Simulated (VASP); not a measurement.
# GaN in VASP: settings compared, part 2 of 3

VASP 6.6.1.

**4. Electric field gradients, PBE (equal xy, yz and zx shear strains of +3 %)**

File INCAR:

```
SYSTEM = GaN
  PREC = Accurate
  ENCUT = 520
  EDIFF = 1E-8
  ISMEAR = -1
  SIGMA = 0.02
  LREAL = .False.
  LASPH = .True.
  NELM = 60
  ALGO = Normal
  ISIF = 2
  LWAVE = .False.
  LCHARG = .False.
  GGA = PE
  LEFG = .True.
  NBANDS = 16
```

File KPOINTS:

```
Automatic mesh
0
Gamma
  13 13 13
  0 0 0
```

File POSCAR:

```
GaN
1.0
    0.0597750000      2.0223875000      2.0223875000
    2.0223875000      0.0597750000      2.0223875000
    2.0223875000      2.0223875000      0.0597750000
Ga N
1 1
Direct
    0.5000000000      0.5000000000      0.5000000000
    0.0000000000      0.0000000000      0.0000000000
```

Potentials or basis: VASP PAW PBE potentials, release 64 (Ga_d, N).

On the command line:

```sh
> cat potpaw_PBE.64/Ga_d/POTCAR potpaw_PBE.64/N/POTCAR > POTCAR
> mpirun -np 1 vasp_std > vasp.out
```

OUTCAR:

```text
SYSTEM = GaN
   PREC = Accurate
   ENCUT = 520
   EDIFF = 1E-8
   ISMEAR = -1
   LREAL = .False.
   LASPH = .True.
   NELM = 60
   ISIF = 2
   GGA = PE

 ion  position               nearest neighbor table
   1  0.500  0.500  0.500-   2 1.99   2 1.99   2 1.99   2 1.99   2 1.99   2 1.99
   2  0.000  0.000  0.000-   1 1.99   1 1.99   1 1.99   1 1.99   1 1.99   1 1.99

  LATTYP: Found a trigonal (rhomboedric) cell.
 ALAT       =     2.8607124027
 COS(alpha) =     0.5293254421

  Lattice vectors:

 A1 = (   0.0597750000,   2.0223875000,   2.0223875000)
 A2 = (   2.0223875000,   0.0597750000,   2.0223875000)
 A3 = (   2.0223875000,   2.0223875000,   0.0597750000)

Analysis of symmetry for initial positions (statically):
=====================================================================
 Subroutine PRICEL returns:
 Original cell was already a primitive cell.

 Routine SETGRP: Setting up the symmetry group for a
 trigonal (rhombohedral) supercell.

 Subroutine GETGRP returns: Found 12 space group operations
 (whereof 12 operations were pure point group operations)
 out of a pool of 12 trial point group operations.

The static configuration has the point symmetry D_3d.

Analysis of symmetry for dynamics (positions and initial velocities):
=====================================================================
 Subroutine PRICEL returns:
 Original cell was already a primitive cell.

 Routine SETGRP: Setting up the symmetry group for a
 trigonal (rhombohedral) supercell.

 Subroutine GETGRP returns: Found 12 space group operations
 (whereof 12 operations were pure point group operations)
 out of a pool of 12 trial point group operations.

[... 160 lines left out ...]
      4      -3.6928      2.00000
      5      -3.5295      2.00000
      6      -3.5295      2.00000
[... 433 lines left out ...]
      3      -3.8599      2.00000
      4      -3.6815      2.00000
      5      -3.3131      2.00000
      6      -2.9996      2.00000
[... 8 lines left out ...]
     15      33.3662      0.00000
     16      36.3872      0.00000

 [... further k-points ...]

------------------------ aborting loop because EDIFF is reached ----------------------------------------

  FORCE on cell =-STRESS in cart. coord.  units (eV):
  Direction    XX          YY          ZZ          XY          YZ          ZX
  --------------------------------------------------------------------------------------
  -------------------------------------------------------------------------------------
  Total        6.9700205      6.9700205      6.9700205     -0.8154305     -0.8154305     -0.8154305
  in kB      706.3337624    706.3337624    706.3337624    -82.6347817    -82.6347817    -82.6347817
  external PRESSURE =     706.3337624 kB  Pullay stress =       0.0000000 kB

 VOLUME and BASIS-vectors are now :
 -----------------------------------------------------------------------------
  energy-cutoff  :      520.00
  volume of cell :       15.81
      direct lattice vectors                 reciprocal lattice vectors
     0.059775000  2.022387500  2.022387500    -0.258472599  0.251052333  0.251052333
     2.022387500  0.059775000  2.022387500     0.251052333 -0.258472599  0.251052333
     2.022387500  2.022387500  0.059775000     0.251052333  0.251052333 -0.258472599

 POSITION                                       TOTAL-FORCE (eV/Angst)
 -----------------------------------------------------------------------------------
      2.05227      2.05227      2.05227         0.000000     -0.000000     -0.000000
      0.00000      0.00000      0.00000        -0.000000      0.000000      0.000000
 -----------------------------------------------------------------------------------
    total drift:                                0.000000     -0.000000      0.000000

  FREE ENERGIE OF THE ION-ELECTRON SYSTEM (eV)
  ---------------------------------------------------
  free  energy   TOTEN  =       -10.4955019950 eV

  energy  without entropy=      -10.4955019950  energy(sigma->0) =      -10.49550199

 Electric field gradients (V/A^2)
---------------------------------------------------------------------
 ion       V_xx      V_yy      V_zz      V_xy      V_xz      V_yz
---------------------------------------------------------------------
   1      -0.000     0.000    -0.000    -3.048    -3.048    -3.048
   2      -0.000    -0.000     0.000     7.453     7.453     7.453
---------------------------------------------------------------------

 Electric field gradients after diagonalization (V/A^2)
 (convention: |V_zz| > |V_xx| > |V_yy|)
----------------------------------------------------------------------
 ion       V_xx      V_yy      V_zz     asymmetry (V_yy - V_xx)/ V_zz
----------------------------------------------------------------------
   1       3.048     3.048    -6.096       0.000
   2      -7.453    -7.453    14.907       0.000
----------------------------------------------------------------------

           NMR quadrupolar parameters

 Cq : quadrupolar parameter    Cq=e*Q*V_zz/h
 eta: asymmetry parameters     (V_yy - V_xx)/ V_zz
 Q  : nuclear electric quadrupole moment in mb (millibarn)
----------------------------------------------------------------------
 ion       Cq(MHz)       eta       Q (mb)
----------------------------------------------------------------------
   1      -0.015       0.000       1.000
   2       0.036       0.000       1.000
----------------------------------------------------------------------
```

Wall time 29 s (1 thread of Intel Xeon 6975P-C (Granite Rapids), shared host); peak memory 0.18 GiB.

Results:

```
Free energy                             : -10.4955 eV
Pressure                                : 70.6 GPa
Band gap on the k mesh                  : 1.71 eV (least direct gap 4.90 eV)
Largest electric field gradient by atom : Ga -6.1; N +14.9 V/Å²
```

Electric field gradients, principal values (V/Å²):
```csv
atom,least,middle,greatest (by size)
1 Ga,3.048,3.048,-6.096
2 N,-7.453,-7.453,14.907
```

Caveat: the cell differs from its parent crystal (equal xy, yz and zx shear strains of +3 %); the cell stands under pressure; without QUAD_EFG the Cq values of the log hold for a quadrupole moment of 1 mb, not for the nuclei; an odd mesh through Γ misses points on the zone boundary, where band edges can lie.

**5. Electric field gradients, LDA**

File INCAR:

```
ALGO = Normal
EDIFF = 1E-8
ENCUT = 520
GGA = CA
ISIF = 2
ISMEAR = -1
LASPH = True
LCHARG = False
LEFG = True
LREAL = False
LWAVE = False
NBANDS = 16
NELM = 60
PREC = Accurate
SIGMA = 0.02
```

File KPOINTS:

```
k-points
0
Gamma
  13 13 13
```

File POSCAR:

```
GaN
1.0
    0.0000000000      1.9925000000      1.9925000000
    1.9925000000      0.0000000000      1.9925000000
    1.9925000000      1.9925000000      0.0000000000
Ga N
1 1
Direct
    0.5000000000      0.5000000000      0.5000000000
    0.0000000000      0.0000000000      0.0000000000
```

Potentials or basis: VASP PAW LDA potentials, release 64 (Ga_d, N).

On the command line:

```sh
> cat potpaw_LDA.64/Ga_d/POTCAR potpaw_LDA.64/N/POTCAR > POTCAR
> mpirun -np 1 vasp_std > vasp.out
```

OUTCAR:

```text
EDIFF = 1E-8
   ENCUT = 520
   GGA = CA
   ISIF = 2
   ISMEAR = -1
   LASPH = True
   LREAL = False
   NELM = 60
   PREC = Accurate

 ion  position               nearest neighbor table
   1  0.500  0.500  0.500-   2 1.99   2 1.99   2 1.99   2 1.99   2 1.99   2 1.99
   2  0.000  0.000  0.000-   1 1.99   1 1.99   1 1.99   1 1.99   1 1.99   1 1.99

  LATTYP: Found a face centered cubic cell.
 ALAT       =     3.9850000000

  Lattice vectors:

 A1 = (   0.0000000000,   1.9925000000,   1.9925000000)
 A2 = (   1.9925000000,   0.0000000000,   1.9925000000)
 A3 = (   1.9925000000,   1.9925000000,   0.0000000000)

Analysis of symmetry for initial positions (statically):
=====================================================================
 Subroutine PRICEL returns:
 Original cell was already a primitive cell.

 Routine SETGRP: Setting up the symmetry group for a
 face centered cubic supercell.

 Subroutine GETGRP returns: Found 48 space group operations
 (whereof 48 operations were pure point group operations)
 out of a pool of 48 trial point group operations.

The static configuration has the point symmetry O_h .

Analysis of symmetry for dynamics (positions and initial velocities):
=====================================================================
 Subroutine PRICEL returns:
 Original cell was already a primitive cell.

 Routine SETGRP: Setting up the symmetry group for a
 face centered cubic supercell.

 Subroutine GETGRP returns: Found 48 space group operations
 (whereof 48 operations were pure point group operations)
 out of a pool of 48 trial point group operations.

[... 158 lines left out ...]
      2      -4.0078      2.00000
      3      -4.0078      2.00000
      4      -4.0078      2.00000
      5      -3.8521      2.00000
      6      -3.8521      2.00000
[... 433 lines left out ...]
      3      -4.1426      2.00000
      4      -4.0155      2.00000
      5      -3.6241      2.00000
      6      -3.2585      2.00000
[... 8 lines left out ...]
     15      32.9098      0.00000
     16      36.2498      0.00000

 [... further k-points ...]

------------------------ aborting loop because EDIFF is reached ----------------------------------------

  FORCE on cell =-STRESS in cart. coord.  units (eV):
  Direction    XX          YY          ZZ          XY          YZ          ZX
  --------------------------------------------------------------------------------------
  -------------------------------------------------------------------------------------
  Total        5.1685111      5.1685111      5.1685111      0.0000000      0.0000000     -0.0000000
  in kB      523.4208834    523.4208834    523.4208834      0.0000000      0.0000000     -0.0000000
  external PRESSURE =     523.4208834 kB  Pullay stress =       0.0000000 kB

 VOLUME and BASIS-vectors are now :
 -----------------------------------------------------------------------------
  energy-cutoff  :      520.00
  volume of cell :       15.82
      direct lattice vectors                 reciprocal lattice vectors
     0.000000000  1.992500000  1.992500000    -0.250941029  0.250941029  0.250941029
     1.992500000  0.000000000  1.992500000     0.250941029 -0.250941029  0.250941029
     1.992500000  1.992500000  0.000000000     0.250941029  0.250941029 -0.250941029

 POSITION                                       TOTAL-FORCE (eV/Angst)
 -----------------------------------------------------------------------------------
      1.99250      1.99250      1.99250        -0.000000      0.000000      0.000000
      0.00000      0.00000      0.00000         0.000000      0.000000      0.000000
 -----------------------------------------------------------------------------------
    total drift:                                0.000000     -0.000000      0.000000

  FREE ENERGIE OF THE ION-ELECTRON SYSTEM (eV)
  ---------------------------------------------------
  free  energy   TOTEN  =       -12.7168767941 eV

  energy  without entropy=      -12.7168767941  energy(sigma->0) =      -12.71687679

 Electric field gradients (V/A^2)
---------------------------------------------------------------------
 ion       V_xx      V_yy      V_zz      V_xy      V_xz      V_yz
---------------------------------------------------------------------
   1       0.000     0.000    -0.000    -0.002    -0.002    -0.002
   2       0.000    -0.000    -0.000     0.000     0.000     0.000
---------------------------------------------------------------------

 Electric field gradients after diagonalization (V/A^2)
 (convention: |V_zz| > |V_xx| > |V_yy|)
----------------------------------------------------------------------
 ion       V_xx      V_yy      V_zz     asymmetry (V_yy - V_xx)/ V_zz
----------------------------------------------------------------------
   1       0.002     0.002    -0.004       0.000
   2      -0.000    -0.000     0.001       0.000
----------------------------------------------------------------------

           NMR quadrupolar parameters

 Cq : quadrupolar parameter    Cq=e*Q*V_zz/h
 eta: asymmetry parameters     (V_yy - V_xx)/ V_zz
 Q  : nuclear electric quadrupole moment in mb (millibarn)
----------------------------------------------------------------------
 ion       Cq(MHz)       eta       Q (mb)
----------------------------------------------------------------------
   1      -0.000       0.000       1.000
   2       0.000       0.000       1.000
----------------------------------------------------------------------
```

Wall time 64 s (1 thread of AMD EPYC 7R13, shared host); peak memory 0.11 GiB.

What came out:

```yaml
Free_energy: -12.7169 eV
Pressure: 52.3 GPa
Band_gap_on_the_k_mesh: 1.73 eV (least direct gap 5.31 eV)
Largest_electric_field_gradient_by_atom: zero within the noise of the run
```

Levels at points of the mesh, in eV from the valence-band top:
```
           k point  band 6  band 7  band 8  band 9  band 10  band 11  band 12  band 13
(0.00, 0.00, 0.00)  -13.97   -0.77   -0.77   -0.77     4.54    15.74    15.74    15.74
```

Caveat: the cell stands under pressure; an odd mesh through Γ misses points on the zone boundary, where band edges can lie. Expect the measured gap to be larger: semilocal functionals such as LDA lack the derivative discontinuity.

(Continued in part 3 of 3.)
